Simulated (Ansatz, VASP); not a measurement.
**CsH in VASP and in Ansatz**

```
Cs H
1.0
     0.00000    3.31552    3.31552
     3.31552    0.00000    3.31552
     3.31552    3.31552    0.00000
Cs H
1 1
Cartesian
  0.0000 0.0000 0.0000
  3.3155 3.3155 3.3155
```

Change from the starting cell: strain +0.040 along x and y, +0.040 along z, atoms carried along.

Alike in both runs: task single point; functional r2SCAN; k mesh 6 × 6 × 6; occupations gaussian, width 0.05 eV; no spin polarisation.

|  | VASP | Ansatz |
| --- | --- | --- |
| version | VASP 6.6.1 | Ansatz 0.2.0 |
| potentials or method | VASP PAW PBE potentials, release 64 (Cs_sv, H), cutoff 520 eV | scalar-relativistic, plane waves, PAW |
| valence electrons in the cell | 10 | 10 |

Ansatz gave:

| Property | Result |
| --- | --- |
| gap on the k mesh at the Fermi level (eV) | 2.78 |
| least direct gap on the mesh (eV) | 2.78 |
| pressure (GPa) | -0.9 |

**Question.** What did VASP give for the same quantities?

**Answer.** gap on the k mesh at the Fermi level (eV): 2.77; least direct gap on the mesh (eV): 2.77; pressure (GPa): -0.9.

VASP's potentials were made for PBE, not for r2SCAN.

Spin-orbit coupling is off throughout.
